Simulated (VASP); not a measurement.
# Ir (Fm-3m) in VASP: single point with BLYP

Aim: the single point of Ir with BLYP.

All numbers are computed with VASP 6.6.1; they aren't measurements. Logs are shortened: lines on timing, memory, paths and dates and some standing lists are left out, and cuts for length are marked.

## (1) The cell of the first run

It takes space group Fm-3m (No. 225, cubic). Conventional cell: a = 3.937 Å, b = 3.937 Å, c = 3.937 Å, α = 90.00°, β = 90.00°, γ = 90.00°. Within 3.7 Å of Ir (site symmetry m-3m) lie 12 Ir at 2.78 Å.

## (2) Single point, BLYP, collinear spin

INCAR reads:

```
SYSTEM = Ir
AGGAC = 1.0
AGGAX = 1.0
ALDAC = 0.0
ALDAX = 1.0
ALGO = Normal
EDIFF = 1E-6
ENCUT = 560
GGA = B5
GGA_COMPAT = .False.
ISIF = 2
ISMEAR = -1
ISPIN = 2
LASPH = .True.
LCHARG = .False.
LMAXMIX = 4
LORBIT = 11
LREAL = .False.
LWAVE = .False.
MAGMOM = 1
NBANDS = 18
NELM = 200
PREC = Accurate
SIGMA = 0.05
```

KPOINTS reads:

```
k-points
0
Gamma
  14 14 14
  0 0 0
```

POSCAR reads:

```
Ir
1.0
    0.0000000000      1.9683987098      1.9683987098
    1.9683987098      0.0000000000      1.9683987098
    1.9683987098      1.9683987098      0.0000000000
Ir
1
Direct
    0.0000000000      0.0000000000      0.0000000000
```

Potentials or basis: VASP PAW PBE potentials, release 64 (Ir_sv_GW).

Command:

```bash
> cat potpaw_PBE.64/Ir_sv_GW/POTCAR > POTCAR
> mpirun -np 1 vasp_std > vasp.out
```

OUTCAR:

```text
SYSTEM = Ir
   EDIFF = 1E-6
   ENCUT = 560
   GGA = B5
   ISIF = 2
   ISMEAR = -1
   ISPIN = 2
   LASPH = .True.
   LORBIT = 11
   LREAL = .False.
   NELM = 200
   PREC = Accurate

 ion  position               nearest neighbor table
   1  0.000  0.000  0.000-

  LATTYP: Found a face centered cubic cell.
 ALAT       =     3.9367974196

  Lattice vectors:

 A1 = (   0.0000000000,   1.9683987098,   1.9683987098)
 A2 = (   1.9683987098,   0.0000000000,   1.9683987098)
 A3 = (   1.9683987098,   1.9683987098,   0.0000000000)

Analysis of symmetry for initial positions (statically):
=====================================================================
 Subroutine PRICEL returns:
 Original cell was already a primitive cell.

 Routine SETGRP: Setting up the symmetry group for a
 face centered cubic supercell.

 Subroutine GETGRP returns: Found 48 space group operations
 (whereof 48 operations were pure point group operations)
 out of a pool of 48 trial point group operations.

The static configuration has the point symmetry O_h .

Analysis of symmetry for dynamics (positions and initial velocities):
=====================================================================
 Subroutine PRICEL returns:
 Original cell was already a primitive cell.

 Routine SETGRP: Setting up the symmetry group for a
 face centered cubic supercell.

 Subroutine GETGRP returns: Found 48 space group operations
 (whereof 48 operations were pure point group operations)
 out of a pool of 48 trial point group operations.

The dynamic configuration has the point symmetry O_h .

Analysis of structural, dynamic, and magnetic symmetry:
=====================================================================
 Subroutine PRICEL returns:
 Original cell was already a primitive cell.

 Routine SETGRP: Setting up the symmetry group for a
 face centered cubic supercell.

 Subroutine GETGRP returns: Found 48 space group operations
 (whereof 48 operations were pure point group operations)
 out of a pool of 48 trial point group operations.

The overall configuration has the point symmetry O_h .

 Subroutine INISYM returns: Found 48 space group operations
 (whereof 48 operations are pure point group operations),
 and found     1 'primitive' translations

----------------------------------------------------------------------------------------

                                     Primitive cell

  volume of cell :      15.2535

  direct lattice vectors                    reciprocal lattice vectors
     0.000000000  1.968398710  1.968398710    -0.254013578  0.254013578  0.254013578
     1.968398710  0.000000000  1.968398710     0.254013578 -0.254013578  0.254013578
     1.968398710  1.968398710  0.000000000     0.254013578  0.254013578 -0.254013578

  length of vectors
     2.783736152  2.783736152  2.783736152     0.439964424  0.439964424  0.439964424

  position of ions in fractional coordinates (direct lattice)
     0.000000000  0.000000000  0.000000000

  ion indices of the primitive-cell ions
   primitive index   ion index
                 1           1

----------------------------------------------------------------------------------------

 KPOINTS: k-points

Automatic generation of k-mesh.
 Grid dimensions read from file:
 generate k-points for:   14   14   14

 Generating k-lattice:

  Cartesian coordinates                     Fractional coordinates (reciprocal lattice)
    -0.018143827  0.018143827  0.018143827     0.071428571  0.000000000  0.000000000
     0.018143827 -0.018143827  0.018143827     0.000000000  0.071428571  0.000000000
     0.018143827  0.018143827 -0.018143827     0.000000000  0.000000000  0.071428571

  Length of vectors
     0.031426030  0.031426030  0.031426030

  Shift w.r.t. Gamma in fractional coordinates (k-lattice)
     0.000000000  0.000000000  0.000000000

 Subroutine IBZKPT returns following result:
 ===========================================

 Found    104 irreducible k-points:

 Following reciprocal coordinates:
            Coordinates               Weight
  0.000000  0.000000  0.000000      1.000000
  0.071429  0.000000  0.000000      8.000000
  0.142857  0.000000  0.000000      8.000000
  0.214286  0.000000  0.000000      8.000000
  0.285714  0.000000  0.000000      8.000000
  0.357143  0.000000  0.000000      8.000000
[... 16 lines left out ...]
  0.214286  0.142857  0.000000     24.000000
  0.285714  0.142857  0.000000     24.000000
 [... further k-points ...]
   k-points           NKPTS =    104   k-points in BZ     NKDIM =    104   number of bands    NBANDS=     18
   number of dos      NEDOS =    301   number of ions     NIONS =      1
   total plane-waves  NPLWV =  13824
   dimension x,y,z NGX =    24 NGY =   24 NGZ =   24
   dimension x,y,z NGXF=    48 NGYF=   48 NGZF=   48
   ions per type =               1
   NGX,Y,Z   is equivalent  to a cutoff of  14.33, 14.33, 14.33 a.u.
   NGXF,Y,Z  is equivalent  to a cutoff of  28.67, 28.67, 28.67 a.u.
 SYSTEM =  Ir
   PREC   = accura    normal or accurate (medium, high low for compatibility)
   ISTART =      0    job   : 0-new  1-cont  2-samecut
   ICHARG =      2    charge: 1-file 2-atom 10-const
   ISPIN  =      2    spin polarized calculation?
   LNONCOLLINEAR =      F non collinear calculations
   LSORBIT =      F    spin-orbit coupling
   LASPH  =      T    aspherical Exc in radial PAW
   ENCUT  =  560.0 eV  41.16 Ry    6.42 a.u.   5.37  5.37  5.37*2*pi/ulx,y,z
   NELM   =    200;   NELMIN=  2; NELMDL= -5     # of ELM steps
   EDIFF  = 0.1E-05   stopping-criterion for ELM
   LREAL  =      F    real-space projection
   EDIFFG = 0.1E-04   stopping-criterion for IOM
   NSW    =      0    number of steps for IOM
   IBRION =     -1    ionic relax: 0-MD 1-quasi-New 2-CG
   NFREE  =      0    steps in history (QN), initial steepest desc. (CG)
   ISIF   =      2    stress and relaxation
   ISYM   =      2    0-nonsym 1-usesym 2-fastsym
   POTIM  = 0.5000    time-step for ionic-motion
   TEBEG  =    0.0;   TEEND  =   0.0 temperature during run
   PSTRESS=    0.0 pullay stress
   NELECT =      17.0000    total number of electrons
   NUPDOWN=      -1.0000    fix difference up-down
   EMIN   =  10.00;   EMAX   =-10.00  energy-range for DOS
   EFERMI =   0.00;   METHOD = LEGACY
   ISMEAR =    -1;   SIGMA  =   0.05  broadening in eV -4-tet -1-fermi 0-gaus
   EFERMI_NEDOS =   21; number of points for ismear=-14 and -15
   IALGO  =     38    algorithm
   IMIX   =      4    mixing-type and parameters
     AMIX     =   0.40;   BMIX     =  1.00
     AMIX_MAG =   1.60;   BMIX_MAG =  1.00
  volume/ion in A,a.u.               =      15.25       102.94
  Fermi-wavevector in a.u.,A,eV,Ry     =   1.697337  3.207502 39.197742  2.880953
  Thomas-Fermi vector in A             =   2.778036
   LORBIT       =     11    0 simple, 1 ext, 2 COOP (PROOUT), +10 PAW based schemes
   GGA     = B5    functional components
   LHFCALC =     F    Hartree Fock is set to
   AEXX    =    0.0000 exact exchange contribution
   IVDW    =     0    specifies the selected vdW correction
   LEPSILON=     F    determine dielectric tensor
   LRPA    =     F    only Hartree local field effects (RPA)
 spin polarized calculation
  energy-cutoff  :      560.00
  volume of cell :       15.25
 maximum number of plane-waves:       471
 NGX is ok and might be reduce to    24
   NGX = 11   NGY = 11   NGZ = 11

 number of electron      17.0000000 magnetization      -0.0000379

 number of electron      17.0000000 magnetization       0.0000685

 Free energy of the ion-electron system (eV)
  ---------------------------------------------------
  ext. energy  EPLUGINS =         0.00000000
  ---------------------------------------------------
  free energy    TOTEN  =        -8.06403617 eV

  energy without entropy =       -8.05202341  energy(sigma->0) =       -8.05802979

 E-fermi :  11.9607     XC(G=0): -13.3733

 val. band max:       11.9591018093   @ k =  -0.2143   0.3571   0.1429
 cond. band min:      11.9964916429   @ k =   0.2857   0.2857   0.0000
 fundamental gap:      0.0373898336
 Fermi energy:        11.9606553594

 spin component 1

 k-point     1 :       0.0000    0.0000    0.0000
  band No.  band energies     occupation
      1     -80.1724      1.00000
      2     -36.9508      1.00000
      3     -36.9508      1.00000
      4     -36.9508      1.00000
      5       1.9304      1.00000
      6       8.5789      1.00000
[... 10 lines left out ...]
     17      44.6942      0.00000
     18      44.6942      0.00000

 k-point     2 :       0.0714    0.0000    0.0000
  band No.  band energies     occupation
      1     -80.1702      1.00000
      2     -36.9821      1.00000
      3     -36.9552      1.00000
      4     -36.9552      1.00000
      5       2.1414      1.00000
      6       8.4783      1.00000
[... 10 lines left out ...]
     17      43.3184      0.00000
     18      43.3184      0.00000

 k-point     3 :       0.1429    0.0000    0.0000
  band No.  band energies     occupation
      1     -80.1641      1.00000
      2     -37.0694      1.00000
      3     -36.9679      1.00000
      4     -36.9679      1.00000
      5       2.7380      1.00000
      6       8.2504      1.00000
[... 10 lines left out ...]
     17      40.7106      0.00000
     18      41.4123      0.00000

 k-point     4 :       0.2143    0.0000    0.0000
  band No.  band energies     occupation
      1     -80.1545      1.00000
      2     -37.1934      1.00000
      3     -36.9853      1.00000
      4     -36.9853      1.00000
      5       3.5811      1.00000
      6       8.1116      1.00000
[... 375 lines left out ...]
      4     -36.9948      1.00000
      5       3.0166      1.00000
      6       7.8623      1.00000
[... 10 lines left out ...]
     17      40.0484      0.00000
     18      42.0032      0.00000

 k-point    23 :       0.2143    0.1429    0.0000
  band No.  band energies     occupation
      1     -80.1538      1.00000
      2     -37.1463      1.00000
      3     -37.0162      1.00000
      4     -37.0111      1.00000
      5       3.6784      1.00000
      6       7.5653      1.00000
[... 10 lines left out ...]
     17      39.5176      0.00000
     18      44.4344      0.00000

 k-point    24 :       0.2857    0.1429    0.0000
  band No.  band energies     occupation
      1     -80.1449      1.00000
      2     -37.2573      1.00000
      3     -37.0382      1.00000
      4     -37.0315      1.00000
      5       4.5113      1.00000
      6       7.4179      1.00000
[... 10 lines left out ...]
     17      39.1664      0.00000
     18      43.4475      0.00000

 [... further k-points ...]

 spin component 2

 k-point     1 :       0.0000    0.0000    0.0000
  band No.  band energies     occupation
      1     -80.1723      1.00000
      2     -36.9508      1.00000
      3     -36.9508      1.00000
      4     -36.9508      1.00000
      5       1.9304      1.00000
      6       8.5789      1.00000
[... 10 lines left out ...]
     17      44.6943      0.00000
     18      44.6943      0.00000

 k-point     2 :       0.0714    0.0000    0.0000
  band No.  band energies     occupation
      1     -80.1701      1.00000
      2     -36.9821      1.00000
      3     -36.9552      1.00000
      4     -36.9552      1.00000
      5       2.1415      1.00000
      6       8.4783      1.00000
[... 10 lines left out ...]
     17      43.3184      0.00000
     18      43.3184      0.00000

 k-point     3 :       0.1429    0.0000    0.0000
  band No.  band energies     occupation
      1     -80.1641      1.00000
      2     -37.0693      1.00000
      3     -36.9679      1.00000
      4     -36.9679      1.00000
      5       2.7380      1.00000
      6       8.2504      1.00000
[... 10 lines left out ...]
     17      40.7107      0.00000
     18      41.4125      0.00000

 k-point     4 :       0.2143    0.0000    0.0000
  band No.  band energies     occupation
      1     -80.1544      1.00000
      2     -37.1933      1.00000
      3     -36.9853      1.00000
      4     -36.9853      1.00000
      5       3.5812      1.00000
      6       8.1117      1.00000
[... 375 lines left out ...]
      4     -36.9948      1.00000
      5       3.0166      1.00000
      6       7.8623      1.00000
[... 10 lines left out ...]
     17      40.0484      0.00000
     18      42.0034      0.00000

 k-point    23 :       0.2143    0.1429    0.0000
  band No.  band energies     occupation
      1     -80.1538      1.00000
      2     -37.1463      1.00000
      3     -37.0162      1.00000
      4     -37.0110      1.00000
      5       3.6785      1.00000
      6       7.5653      1.00000
[... 10 lines left out ...]
     17      39.5176      0.00000
     18      44.4343      0.00000

 k-point    24 :       0.2857    0.1429    0.0000
  band No.  band energies     occupation
      1     -80.1448      1.00000
      2     -37.2572      1.00000
      3     -37.0382      1.00000
      4     -37.0315      1.00000
      5       4.5113      1.00000
      6       7.4180      1.00000
[... 10 lines left out ...]
     17      39.1665      0.00000
     18      43.4475      0.00000

 [... further k-points ...]
[... 5 lines left out ...]
  --------------------------------------------------------------------------------------
  -------------------------------------------------------------------------------------
  Total       -0.0232197     -0.0232197     -0.0232197     -0.0000000     -0.0000000      0.0000000
  in kB       -2.4389266     -2.4389266     -2.4389266     -0.0000000     -0.0000000      0.0000000
  external PRESSURE =      -2.4389266 kB  Pullay stress =       0.0000000 kB

 VOLUME and BASIS-vectors are now :
 -----------------------------------------------------------------------------
  energy-cutoff  :      560.00
  volume of cell :       15.25
      direct lattice vectors                 reciprocal lattice vectors
     0.000000000  1.968398710  1.968398710    -0.254013578  0.254013578  0.254013578
     1.968398710  0.000000000  1.968398710     0.254013578 -0.254013578  0.254013578
     1.968398710  1.968398710  0.000000000     0.254013578  0.254013578 -0.254013578

 POSITION                                       TOTAL-FORCE (eV/Angst)
 -----------------------------------------------------------------------------------
      0.00000      0.00000      0.00000         0.000000      0.000000     -0.000000
 -----------------------------------------------------------------------------------
    total drift:                                0.000000     -0.000000     -0.000000

  FREE ENERGIE OF THE ION-ELECTRON SYSTEM (eV)
  ---------------------------------------------------
  free  energy   TOTEN  =        -8.0640361729 eV

  energy  without entropy=       -8.0520234129  energy(sigma->0) =       -8.05802979

 total charge

# of ion       s       p       d       f       tot
--------------------------------------------------
    1        4.132   6.091   6.321   0.019  16.562

 magnetization (x)

# of ion       s       p       d       f       tot
--------------------------------------------------
    1       -0.000   0.000   0.000   0.000  -0.000
```

Wall time 53 s (1 thread of Intel Xeon Platinum 8259CL at 2.50GHz (Skylake/Cascade Lake), shared host); peak memory 0.19 GiB.

Results:

```yaml
Free_energy: -8.0640 eV
Pressure: -0.2 GPa
Net_moment: 0.00 μB per cell
Valence_electrons_inside_the_program's_atomic_spheres: Ir 16.56
```

Caveat: the PAW data sets were made with another functional, which shifts forces and pressure a little; spin-orbit coupling is left out, which moves the levels of the heavy elements.
